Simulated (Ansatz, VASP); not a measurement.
**One calculation of Rb, two programs**

POSCAR

```
Rb
1.0
   -2.7517033557      2.7517033557      2.7517033557
    2.7517033557     -2.7517033557      2.7517033557
    2.7517033557      2.7517033557     -2.7517033557
Rb
1
Direct
    0.0000000000      0.0000000000      0.0000000000
```

Contents of INCAR.step1:

```
  PREC = Accurate
  ENCUT = 520
  ISMEAR = 0
  SIGMA = 0.1
  LREAL = False
  LASPH = True
  NELM = 100
  NBANDS = 10
  GGA = PE
  ALGO = Normal
  EDIFF = 1E-4
  LWAVE = True
  LCHARG = False
```

Contents of INCAR.step2:

```
  PREC = Accurate
  ENCUT = 520
  EDIFF = 1E-7
  ISMEAR = 0
  SIGMA = 0.1
  LREAL = False
  LASPH = True
  NELM = 100
  ALGO = Normal
  ISIF = 2
  LWAVE = False
  LCHARG = False
  METAGGA = R2SCAN
  LMIXTAU = True
  LUSE_VDW = True
  IVDW_NL = 2
  BPARAM = 11.95
  CPARAM = 0.0093
  NBANDS = 10
  ISTART = 1
```

KPOINTS

```
regular mesh
0
Gamma
  10 10 10
```

Input for Ansatz:

```yaml
crystal:
  lattice:
    - [-2.7517033557, 2.7517033557, 2.7517033557]
    - [2.7517033557, -2.7517033557, 2.7517033557]
    - [2.7517033557, 2.7517033557, -2.7517033557]
  atoms:
    - { symbol: Rb, position: [0.0, 0.0, 0.0] }
basis:
  ecutwfc: 500
kpoints:
  mp_grid: { grid: [10, 10, 10] }
hamiltonian:
  xc: r2scan
  dispersion: rvv10
  pseudopotentials: { kind: paw }
scf:
  occupations: { method: gaussian, width: 0.1 }
output:
  forces: true
  stress: true
  eigenvalues: true
```

Alike in both runs: task single point; functional r2SCAN; dispersion rVV10; k mesh 10 × 10 × 10; occupations gaussian, width 0.1 eV; no spin polarisation.

```csv
,VASP,Ansatz
version,VASP 6.6.1,Ansatz 0.2.0
potentials or method,"VASP PAW PBE potentials, release 64 (Rb_sv), cutoff 520 eV","scalar-relativistic, plane waves, PAW"
valence electrons in the cell,9,9
```

```csv
,VASP,Ansatz,Ansatz less VASP
gap on the k mesh at the Fermi level (eV),none,none,-
pressure (GPa),0.3,0.3,-0.01
```

VASP's potentials were made for PBE, not for r2SCAN. A gap of «none» marks a metal or a gap that the smearing closes.
